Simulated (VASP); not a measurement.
A run of VASP 6.6.1 is set up as follows.

Contents of INCAR:

```
SYSTEM = TiN
PREC = Accurate
ENCUT = 520
EDIFF = 1E-6
ISMEAR = 0
SIGMA = 0.1
LREAL = .FALSE.
LASPH = .TRUE.
NELM = 100
ALGO = Normal
ISIF = 2
LWAVE = .FALSE.
LCHARG = .FALSE.
NBANDS = 16
```

KPOINTS

```
regular mesh
0
G
  18 18 18
  0 0 0
```

File POSCAR:

```
TiN
1.0
    0.0000000000      2.0857264481      2.0857264481
    2.0857264481      0.0000000000      2.0857264481
    2.0857264481      2.0857264481      0.0000000000
Ti N
1 1
Direct
    0.0000000000      0.0000000000      0.0000000000
    0.5000000000      0.5000000000      0.5000000000
```

Potentials or basis: VASP PAW LDA potentials, release 64 (Ti_sv, N).

Command:

```console
$ cat potpaw_LDA.64/Ti_sv/POTCAR potpaw_LDA.64/N/POTCAR > POTCAR
$ mpirun -np 1 vasp_std > vasp.out
```

**Question.** Predict the pressure.

**Answer.** 1.1 GPa.

**Question.** What does it give for the band gap on the k mesh?

**Answer.** Zero (an odd number of electrons rules out a gap without spin polarisation).
